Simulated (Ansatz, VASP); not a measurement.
## ZnS in VASP and in Ansatz

Contents of INCAR:

```
ALGO = Normal
EDIFF = 1E-7
ENCUT = 520
GGA = PS
ISIF = 2
ISMEAR = 0
LASPH = True
LCHARG = False
LREAL = False
LWAVE = False
NBANDS = 46
NELM = 80
PREC = Accurate
SIGMA = 0.05
```

Contents of KPOINTS:

```
k-points
0
Gamma
  6 6 6
```

The input POSCAR:

```
ZnS
1.0
    5.3565181498      0.0000000000      0.0000000000
    0.0000000000     -5.3565181498      0.0000000000
    0.0000000000      0.0000000000     -5.3565181498
Zn S
4 4
Direct
    0.0356423381      0.0356423381      0.0000000000
    0.5000000000      0.5000000000      0.0000000000
    0.5000000000      0.0000000000      0.5000000000
    0.0000000000      0.5000000000      0.5000000000
    0.7500000000      0.7500000000      0.7500000000
    0.2500000000      0.2500000000      0.7500000000
    0.2500000000      0.7500000000      0.2500000000
    0.7500000000      0.2500000000      0.2500000000
```

Input for Ansatz:

```yaml
crystal:
  lattice:
    - [5.3565181498, 0.0, 0.0]
    - [0.0, -5.3565181498, 0.0]
    - [0.0, 0.0, -5.3565181498]
  atoms:
    - { symbol: Zn, position: [0.0356423381, 0.0356423381, 0.0] }
    - { symbol: Zn, position: [0.5, 0.5, 0.0] }
    - { symbol: Zn, position: [0.5, 0.0, 0.5] }
    - { symbol: Zn, position: [0.0, 0.5, 0.5] }
    - { symbol: S, position: [0.75, 0.75, 0.75] }
    - { symbol: S, position: [0.25, 0.25, 0.75] }
    - { symbol: S, position: [0.25, 0.75, 0.25] }
    - { symbol: S, position: [0.75, 0.25, 0.25] }
basis:
  ecutwfc: 420
kpoints:
  mp_grid: { grid: [6, 6, 6] }
hamiltonian:
  xc: pbesol
scf:
  occupations: { method: gaussian, width: 0.05 }
output:
  forces: true
  stress: true
  eigenvalues: true
```

Alike in both runs: task single point; functional PBEsol; k mesh 6 × 6 × 6; occupations gaussian, width 0.05 eV; no spin polarisation.

|  | VASP | Ansatz |
| --- | --- | --- |
| version | VASP 6.6.1 | Ansatz 0.2.0 |
| potentials or method | VASP PAW PBE potentials, release 64 (Zn, S), cutoff 520 eV | scalar-relativistic, plane waves, PAW |
| valence electrons in the cell | 72 | 72 |

```tsv
	VASP	Ansatz	Ansatz less VASP
gap on the k mesh at the Fermi level (eV)	2.00	2.00	-0.007
least direct gap on the mesh (eV)	2.00	2.00	-0.007
pressure (GPa)	0.9	0.7	-0.19
traceless stress, the component that is largest in VASP (GPa)	-1.41	-1.40	+0.013
rms of the force components (eV/Å)	0.618	0.615	-0.0033
```

VASP's potentials were made for PBE, not for PBEsol. Atom by atom the forces differ by 0.004 eV/Å (rms over components). With one functional, cell and mesh, what is left measures potentials, basis and numerics.
